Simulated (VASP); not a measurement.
# Bi3O (Pm-3m) in VASP: notebook

Runs on Bi3O. Level: PBE. Tasks: single point, relaxation of cell and atoms.

All numbers are computed with VASP 6.6.1; they aren't measurements. Logs are shortened: lines on timing, memory, paths and dates and some standing lists are left out, and cuts for length are marked.

## 1. The cell of the first run

Symmetry: Pm-3m, No. 221, cubic system. The conventional cell has a = 4.604 Å, b = 4.604 Å, c = 4.604 Å, α = 90.00°, β = 90.00°, γ = 90.00°. Bi (site symmetry 4/mmm) has 8 Bi at 3.26 Å and 4 O at 3.26 Å within 4.3 Å. O (site symmetry m-3m) has 12 Bi at 3.26 Å within 4.3 Å.

## 2. Single point, PBE

The input, INCAR:

```
PREC = Accurate ; ENCUT = 520
EDIFF = 1E-6 ; ISMEAR = 0
SIGMA = 0.1 ; LREAL = False
LASPH = True ; NELM = 80
ALGO = Normal ; ISIF = 2
LWAVE = False ; LCHARG = False
GGA = PE ; NBANDS = 34
```

The input, KPOINTS:

```
Automatic mesh
0
Gamma
  4 4 4
```

The input, POSCAR:

```
Bi3O
1.0
    4.6037203092      0.0000000000      0.0000000000
    0.0000000000      4.6037203092      0.0000000000
    0.0000000000      0.0000000000      4.6037203092
Bi O
3 1
Direct
    0.0000000000      0.5000000000      0.5000000000
    0.5000000000      0.0000000000      0.5000000000
    0.5000000000      0.5000000000      0.0000000000
    0.0000000000      0.0000000000      0.0000000000
```

Potentials or basis: VASP PAW PBE potentials, release 64 (Bi_d, O).

Command:

```bash
$ cat potpaw_PBE.64/Bi_d/POTCAR potpaw_PBE.64/O/POTCAR > POTCAR
$ mpirun -np 1 vasp_std > vasp.out
```

OUTCAR:

```text
PREC = Accurate
   ENCUT = 520
   EDIFF = 1E-6
   ISMEAR = 0
   LREAL = False
   LASPH = True
   NELM = 80
   ISIF = 2
   GGA = PE

 ion  position               nearest neighbor table
   1  0.000  0.500  0.500-   2 3.26   3 3.26   3 3.26   2 3.26   2 3.26   3 3.26   3 3.26   2 3.26

   2  0.500  0.000  0.500-   1 3.26   3 3.26   3 3.26   1 3.26   3 3.26   3 3.26   1 3.26   1 3.26

   3  0.500  0.500  0.000-   1 3.26   2 3.26   1 3.26   2 3.26   2 3.26   2 3.26   1 3.26   1 3.26

   4  0.000  0.000  0.000-

  LATTYP: Found a simple cubic cell.
 ALAT       =     4.6037203092

  Lattice vectors:

 A1 = (   4.6037203092,   0.0000000000,   0.0000000000)
 A2 = (   0.0000000000,   4.6037203092,   0.0000000000)
 A3 = (   0.0000000000,   0.0000000000,   4.6037203092)

Analysis of symmetry for initial positions (statically):
=====================================================================
 Subroutine PRICEL returns:
 Original cell was already a primitive cell.

 Routine SETGRP: Setting up the symmetry group for a
 simple cubic supercell.

 Subroutine GETGRP returns: Found 48 space group operations
 (whereof 48 operations were pure point group operations)
 out of a pool of 48 trial point group operations.

The static configuration has the point symmetry O_h .

Analysis of symmetry for dynamics (positions and initial velocities):
=====================================================================
 Subroutine PRICEL returns:
 Original cell was already a primitive cell.

 Routine SETGRP: Setting up the symmetry group for a
 simple cubic supercell.

 Subroutine GETGRP returns: Found 48 space group operations
 (whereof 48 operations were pure point group operations)
 out of a pool of 48 trial point group operations.

The dynamic configuration has the point symmetry O_h .

 Subroutine INISYM returns: Found 48 space group operations
 (whereof 48 operations are pure point group operations),
 and found     1 'primitive' translations

----------------------------------------------------------------------------------------

                                     Primitive cell

  volume of cell :      97.5724

  direct lattice vectors                    reciprocal lattice vectors
     4.603720309  0.000000000  0.000000000     0.217215628  0.000000000  0.000000000
     0.000000000  4.603720309  0.000000000     0.000000000  0.217215628  0.000000000
     0.000000000  0.000000000  4.603720309     0.000000000  0.000000000  0.217215628

  length of vectors
     4.603720309  4.603720309  4.603720309     0.217215628  0.217215628  0.217215628

  position of ions in fractional coordinates (direct lattice)
     0.000000000  0.500000000  0.500000000
     0.500000000  0.000000000  0.500000000
     0.500000000  0.500000000  0.000000000
     0.000000000  0.000000000  0.000000000

  ion indices of the primitive-cell ions
   primitive index   ion index
                 1           1
                 2           2
                 3           3
                 4           4

----------------------------------------------------------------------------------------

 KPOINTS: Automatic mesh

Automatic generation of k-mesh.
 Grid dimensions read from file:
 generate k-points for:    4    4    4

 Generating k-lattice:

  Cartesian coordinates                     Fractional coordinates (reciprocal lattice)
     0.054303907  0.000000000  0.000000000     0.250000000  0.000000000  0.000000000
     0.000000000  0.054303907  0.000000000     0.000000000  0.250000000  0.000000000
     0.000000000  0.000000000  0.054303907     0.000000000  0.000000000  0.250000000

  Length of vectors
     0.054303907  0.054303907  0.054303907

  Shift w.r.t. Gamma in fractional coordinates (k-lattice)
     0.000000000  0.000000000  0.000000000

 Subroutine IBZKPT returns following result:
 ===========================================

 Found     10 irreducible k-points:

 Following reciprocal coordinates:
            Coordinates               Weight
  0.000000  0.000000  0.000000      1.000000
  0.250000  0.000000  0.000000      6.000000
  0.500000  0.000000  0.000000      3.000000
  0.250000  0.250000  0.000000     12.000000
  0.500000  0.250000  0.000000     12.000000
  0.500000  0.500000  0.000000      3.000000
  0.250000  0.250000  0.250000      8.000000
  0.500000  0.250000  0.250000     12.000000
  0.500000  0.500000  0.250000      6.000000
  0.500000  0.500000  0.500000      1.000000
   k-points           NKPTS =     10   k-points in BZ     NKDIM =     10   number of bands    NBANDS=     34
   number of dos      NEDOS =    301   number of ions     NIONS =      4
   total plane-waves  NPLWV =  46656
   dimension x,y,z NGX =    36 NGY =   36 NGZ =   36
   dimension x,y,z NGXF=    72 NGYF=   72 NGZF=   72
   ions per type =               3   1
   NGX,Y,Z   is equivalent  to a cutoff of  13.00, 13.00, 13.00 a.u.
   NGXF,Y,Z  is equivalent  to a cutoff of  26.00, 26.00, 26.00 a.u.
 SYSTEM =  unknown system
   PREC   = accura    normal or accurate (medium, high low for compatibility)
   ISTART =      0    job   : 0-new  1-cont  2-samecut
   ICHARG =      2    charge: 1-file 2-atom 10-const
   ISPIN  =      1    spin polarized calculation?
   LNONCOLLINEAR =      F non collinear calculations
   LSORBIT =      F    spin-orbit coupling
   LASPH  =      T    aspherical Exc in radial PAW
   ENCUT  =  520.0 eV  38.22 Ry    6.18 a.u.   8.56  8.56  8.56*2*pi/ulx,y,z
   NELM   =     80;   NELMIN=  2; NELMDL= -5     # of ELM steps
   EDIFF  = 0.1E-05   stopping-criterion for ELM
   LREAL  =      F    real-space projection
   EDIFFG = 0.1E-04   stopping-criterion for IOM
   NSW    =      0    number of steps for IOM
   IBRION =     -1    ionic relax: 0-MD 1-quasi-New 2-CG
   NFREE  =      0    steps in history (QN), initial steepest desc. (CG)
   ISIF   =      2    stress and relaxation
   ISYM   =      2    0-nonsym 1-usesym 2-fastsym
   POTIM  = 0.5000    time-step for ionic-motion
   TEBEG  =    0.0;   TEEND  =   0.0 temperature during run
   PSTRESS=    0.0 pullay stress
   NELECT =      51.0000    total number of electrons
   NUPDOWN=      -1.0000    fix difference up-down
   EMIN   =  10.00;   EMAX   =-10.00  energy-range for DOS
   EFERMI =   0.00;   METHOD = LEGACY
   ISMEAR =     0;   SIGMA  =   0.10  broadening in eV -4-tet -1-fermi 0-gaus
   EFERMI_NEDOS =   21; number of points for ismear=-14 and -15
   IALGO  =     38    algorithm
   IMIX   =      4    mixing-type and parameters
     AMIX     =   0.40;   BMIX     =  1.00
     AMIX_MAG =   1.60;   BMIX_MAG =  1.00
  volume/ion in A,a.u.               =      24.39       164.61
  Fermi-wavevector in a.u.,A,eV,Ry     =   1.318730  2.492039 23.661203  1.739049
  Thomas-Fermi vector in A             =   2.448679
   LORBIT       =      0    0 simple, 1 ext, 2 COOP (PROOUT), +10 PAW based schemes
   GGA     = PE    functional components
   LHFCALC =     F    Hartree Fock is set to
   AEXX    =    0.0000 exact exchange contribution
   IVDW    =     0    specifies the selected vdW correction
   LEPSILON=     F    determine dielectric tensor
   LRPA    =     F    only Hartree local field effects (RPA)
 non-spin polarized calculation
 Gauss-broadening in eV      SIGMA  =   0.10
  energy-cutoff  :      520.00
  volume of cell :       97.57
 maximum number of plane-waves:      2666
 NGX is ok and might be reduce to    36
   NGX = 17   NGY = 17   NGZ = 17

 number of electron      51.0000004 magnetization

 Free energy of the ion-electron system (eV)
  ---------------------------------------------------
  ext. energy  EPLUGINS =         0.00000000
  ---------------------------------------------------
  free energy    TOTEN  =       -14.85604621 eV

  energy without entropy =      -14.80522783  energy(sigma->0) =      -14.83063702

 E-fermi :   7.7635     XC(G=0): -10.5305

 val. band max:        7.7601825711   @ k =   0.5000   0.5000   0.2500
 cond. band min:       7.8157885193   @ k =   0.5000   0.5000   0.5000
 fundamental gap:      0.0556059482
 Fermi energy:         7.7635397154

 k-point     1 :       0.0000    0.0000    0.0000
  band No.  band energies     occupation
      1     -15.7555      2.00000
      2     -15.7555      2.00000
      3     -15.7555      2.00000
      4     -15.7062      2.00000
      5     -15.6063      2.00000
      6     -15.6063      2.00000
[... 26 lines left out ...]
     33      14.2755      0.00000
     34      14.2755      0.00000

 k-point     2 :       0.2500    0.0000    0.0000
  band No.  band energies     occupation
      1     -15.7493      2.00000
      2     -15.6953      2.00000
      3     -15.6953      2.00000
      4     -15.6681      2.00000
      5     -15.6022      2.00000
      6     -15.5738      2.00000
[... 26 lines left out ...]
     33      15.0937      0.00000
     34      15.1779      0.00000

 k-point     3 :       0.5000    0.0000    0.0000
  band No.  band energies     occupation
      1     -15.7427      2.00000
      2     -15.6126      2.00000
      3     -15.5946      2.00000
      4     -15.5592      2.00000
      5     -15.5592      2.00000
      6     -15.5336      2.00000
[... 26 lines left out ...]
     33      15.6563      0.00000
     34      15.7989      0.00000
[... 186 lines left out ...]
 k-point     9 :       0.5000    0.5000    0.2500
  band No.  band energies     occupation
      1     -15.6471      2.00000
      2     -15.6471      2.00000
      3     -15.6306      2.00000
      4     -15.6086      2.00000
      5     -15.6086      2.00000
      6     -15.5959      2.00000
[... 26 lines left out ...]
     33      16.5778      0.00000
     34      17.0041      0.00000

 k-point    10 :       0.5000    0.5000    0.5000
  band No.  band energies     occupation
      1     -15.6564      2.00000
      2     -15.6564      2.00000
      3     -15.6564      2.00000
      4     -15.6371      2.00000
      5     -15.6371      2.00000
      6     -15.6371      2.00000
[... 26 lines left out ...]
     33      17.2919      0.00000
     34      18.0033      0.00000

------------------------ aborting loop because EDIFF is reached ----------------------------------------

  FORCE on cell =-STRESS in cart. coord.  units (eV):
  Direction    XX          YY          ZZ          XY          YZ          ZX
  --------------------------------------------------------------------------------------
  -------------------------------------------------------------------------------------
  Total        1.6146610      1.6146610      1.6146610     -0.0000000     -0.0000000      0.0000000
  in kB       26.5133837     26.5133837     26.5133837     -0.0000000     -0.0000000      0.0000000
  external PRESSURE =      26.5133837 kB  Pullay stress =       0.0000000 kB

 VOLUME and BASIS-vectors are now :
 -----------------------------------------------------------------------------
  energy-cutoff  :      520.00
  volume of cell :       97.57
      direct lattice vectors                 reciprocal lattice vectors
     4.603720309  0.000000000  0.000000000     0.217215628  0.000000000  0.000000000
     0.000000000  4.603720309  0.000000000     0.000000000  0.217215628  0.000000000
     0.000000000  0.000000000  4.603720309     0.000000000  0.000000000  0.217215628

 POSITION                                       TOTAL-FORCE (eV/Angst)
 -----------------------------------------------------------------------------------
      0.00000      2.30186      2.30186         0.000000      0.000000      0.000000
      2.30186      0.00000      2.30186         0.000000      0.000000      0.000000
      2.30186      2.30186      0.00000         0.000000      0.000000      0.000000
      0.00000      0.00000      0.00000         0.000000      0.000000      0.000000
 -----------------------------------------------------------------------------------
    total drift:                                0.000000      0.000000      0.000000

  FREE ENERGIE OF THE ION-ELECTRON SYSTEM (eV)
  ---------------------------------------------------
  free  energy   TOTEN  =       -14.8560462115 eV

  energy  without entropy=      -14.8052278294  energy(sigma->0) =      -14.83063702
```

Wall time 39 s (1 thread of AMD EPYC 9R45 (Zen 5), shared host); peak memory 0.17 GiB.

Results:

```
Free energy            : -14.8560 eV
Pressure               : 2.7 GPa
Band gap on the k mesh : zero (an odd number of electrons rules out a gap without spin polarisation)
```

Levels at points of the mesh, in eV from the Fermi level:
| k point | band 24 | band 25 | band 26 | band 27 | band 28 | band 29 |
| --- | --- | --- | --- | --- | --- | --- |
| (0.00, 0.00, 0.00) | -0.93 | -0.93 | 1.47 | 1.47 | 1.47 | 3.37 |
| (0.50, 0.00, 0.00) | -1.56 | -0.31 | -0.08 | -0.02 | 0.74 | 0.74 |
| (0.50, 0.50, 0.00) | -1.58 | -1.15 | -0.42 | -0.42 | 1.29 | 1.29 |
| (0.50, 0.50, 0.50) | 0.05 | 0.05 | 0.05 | 4.72 | 4.72 | 5.50 |

Caveat: spin-orbit coupling is left out, which moves the levels of the heavy elements; an odd number of electrons without spin polarisation forces a metal; a magnetic or distorted state may lie lower.

## 3. Single point, PBE

This run uses another cell than the first one, of 25.39 Å³/atom.

The input, INCAR:

```
SYSTEM = Bi3O
PREC = Accurate ; ENCUT = 520
EDIFF = 1E-6 ; ISMEAR = 0
SIGMA = 0.1 ; LREAL = .False.
LASPH = .True. ; NELM = 80
ALGO = Normal ; ISIF = 2
LWAVE = .False. ; LCHARG = .False.
GGA = PE ; NBANDS = 34
```

The input, KPOINTS:

```
Automatic mesh
0
Gamma
  10 10 10
  0 0 0
```

The input, POSCAR:

```
Bi3O
1.0
    4.6653896931      0.0000000000      0.0000000000
    0.0000000000      4.6653896931      0.0000000000
    0.0000000000      0.0000000000      4.6653896931
Bi O
3 1
Direct
    0.0000000000      0.5000000000      0.5000000000
    0.5000000000      0.0000000000      0.5000000000
    0.5000000000      0.5000000000      0.0000000000
    0.0000000000      0.0000000000      0.0000000000
```

Potentials or basis: VASP PAW PBE potentials, release 64 (Bi_d, O).

Command:

```bash
$ cat potpaw_PBE.64/Bi_d/POTCAR potpaw_PBE.64/O/POTCAR > POTCAR
$ mpirun -np 1 vasp_std > vasp.out
```

Run time: 2.9 min. Hardware: 1 thread of AMD EPYC 9R45 (Zen 5), shared host; peak memory 0.26 GiB.

It converged, with:

```yaml
Free_energy: -15.0391 eV
Pressure: -0.1 GPa
Band_gap_on_the_k_mesh: zero (an odd number of electrons rules out a gap without spin polarisation)
```

Levels at points of the mesh, in eV from the Fermi level:
```tsv
k point	band 22	band 23	band 24	band 25	band 26	band 27	band 28	band 29	band 30	band 31
(0.00, 0.00, 0.00)	-4.19	-0.86	-0.86	-0.86	1.50	1.50	1.50	3.51	4.68	4.68
(0.50, 0.00, 0.00)	-2.17	-2.17	-1.45	-0.17	-0.05	-0.05	0.75	0.75	3.32	3.32
(0.50, 0.50, 0.00)	-2.00	-2.00	-1.49	-0.99	-0.30	-0.30	1.25	1.25	4.50	5.30
(0.50, 0.50, 0.50)	-4.58	-4.58	0.05	0.05	0.05	4.62	4.62	5.49	5.53	5.53
```

Caveat: spin-orbit coupling is left out, which moves the levels of the heavy elements; an odd number of electrons without spin polarisation forces a metal; a magnetic or distorted state may lie lower.

## 4. Relaxation of cell and atoms, PBE

The input, INCAR:

```
SYSTEM = Bi3O
ALGO = Normal
EDIFF = 1E-6
EDIFFG = -0.01
ENCUT = 600
GGA = PE
IBRION = 2
ISIF = 3
ISMEAR = 0
LASPH = .True.
LCHARG = .False.
LREAL = .False.
LWAVE = .False.
NELM = 60
NSW = 100
PREC = Accurate
SIGMA = 0.1
```

The input, KPOINTS:

```
k-points
0
Gamma
  10 10 10
  0 0 0
```

The input, POSCAR:

```
Bi3O
1.0
    4.6037203092      0.0000000000      0.0000000000
    0.0000000000      4.6037203092      0.0000000000
    0.0000000000      0.0000000000      4.6037203092
Bi O
3 1
Direct
    0.0000000000      0.5000000000      0.5000000000
    0.5000000000      0.0000000000      0.5000000000
    0.5000000000      0.5000000000      0.0000000000
    0.0000000000      0.0000000000      0.0000000000
```

Command:

```bash
$ cat potpaw_PBE.64/Bi_d/POTCAR potpaw_PBE.64/O/POTCAR > POTCAR
$ mpirun -np 1 vasp_std > vasp.out
```

Wall time 4.8 min (1 thread of AMD EPYC 9R45 (Zen 5), shared host); peak memory 0.32 GiB.

It converged, with:

| Quantity | Value |
| --- | --- |
| Free energy | -15.0382 eV |
| Relaxed volume | 25.35 Å³/atom |
| Relaxed cell | a = 4.663 Å, b = 4.663 Å, c = 4.663 Å, α = 90.00°, β = 90.00°, γ = 90.00° |
| Space group after relaxing (to 0.1 Å) | Pm-3m (No. 221) |
| Energy gained by relaxing | 7.2 meV/atom |
| Ionic steps | 3 |
| Pressure after relaxing | 0.0 GPa |
| Band gap on the k mesh | zero (an odd number of electrons rules out a gap without spin polarisation) |

The path:
```csv
step,energy change (eV),largest force (eV/Å),pressure (GPa),volume (Å³)
1,0.0000,0.0000,2.54,97.57
2,-0.0239,0.0000,-0.93,103.13
3,-0.0289,0.0000,0.02,101.41
```

Final structure:
```xyz
4
Lattice="4.6632 0.0000 0.0000 0.0000 4.6632 0.0000 0.0000 0.0000 4.6632" Properties=species:S:1:pos:R:3 pbc="T T T"
Bi    0.0000    2.3316    2.3316
Bi    2.3316    0.0000    2.3316
Bi    2.3316    2.3316    0.0000
O     0.0000    0.0000    0.0000
```

Levels at points of the mesh, in eV from the Fermi level:
```
           k point  band 22  band 23  band 24  band 25  band 26  band 27  band 28  band 29  band 30
(0.00, 0.00, 0.00)    -4.20    -0.86    -0.86    -0.86     1.50     1.50     1.50     3.51     4.69
(0.50, 0.00, 0.00)    -2.17    -2.17    -1.45    -0.17    -0.04    -0.04     0.75     0.75     3.32
(0.50, 0.50, 0.00)    -2.00    -2.00    -1.50    -0.99    -0.30    -0.30     1.25     1.25     4.51
(0.50, 0.50, 0.50)    -4.59    -4.59     0.05     0.05     0.05     4.63     4.63     5.49     5.54
```

Caveat: spin-orbit coupling is left out, which moves the levels of the heavy elements; an odd number of electrons without spin polarisation forces a metal; a magnetic or distorted state may lie lower.

## 5. Summary

| task | cell | k mesh | cutoff (eV) | gap on the mesh (eV) | pressure (GPa) |
| --- | --- | --- | --- | --- | --- |
| single point | a = 4.604 Å, 4 atoms | 4 × 4 × 4 | 520 | none | 2.7 |
| single point | a = 4.665 Å, 4 atoms | 10 × 10 × 10 | 520 | none | -0.1 |
| relaxation of cell and atoms | relaxed from a = 4.604 Å, 4 atoms | 10 × 10 × 10 | 600 | none | 0.0 |

Alike in all rows: level PBE; potentials or basis VASP PAW PBE potentials, release 64 (Bi_d, O); no spin polarisation; smearing gaussian 0.1 eV.

Caveats: spin-orbit coupling is left out, which moves the levels of the heavy elements; an odd number of electrons without spin polarisation forces a metal; a magnetic or distorted state may lie lower.

Total energies depend on the potentials used, so only differences within one code and one set of settings carry meaning.
